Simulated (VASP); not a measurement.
Runs of VASP 6.6.1 on Si. It takes space group I4/mmm (No. 139, tetragonal). The conventional cell has a = 3.254 Å, b = 3.254 Å, c = 2.641 Å, α = 90.00°, β = 90.00°, γ = 90.00°. Within 3.5 Å of Si (site symmetry 4/mmm) lie 14 Si at 2.64 to 3.25 Å. 

```tsv
level	gap on the mesh (eV)	pressure (GPa)
revPBE	none	4.3
r2SCAN	none	(a)
PBEsol	none	(b)
RPBE	none	4.5
BLYP	none	13.1
```

Alike in all rows: task single point; potentials or basis VASP PAW PBE potentials, release 64 (Si); no spin polarisation; cell as given; k mesh 9 × 9 × 9; cutoff (eV) 520; smearing fermi-dirac 0.2 eV.

Task: Estimate the missing entries.

Result: (a) 0.3; (b) 1.3.

Caveats: the PAW data sets were made with another functional, which shifts forces and pressure a little.

A gap of «none» marks levels without a gap at the run's occupations.
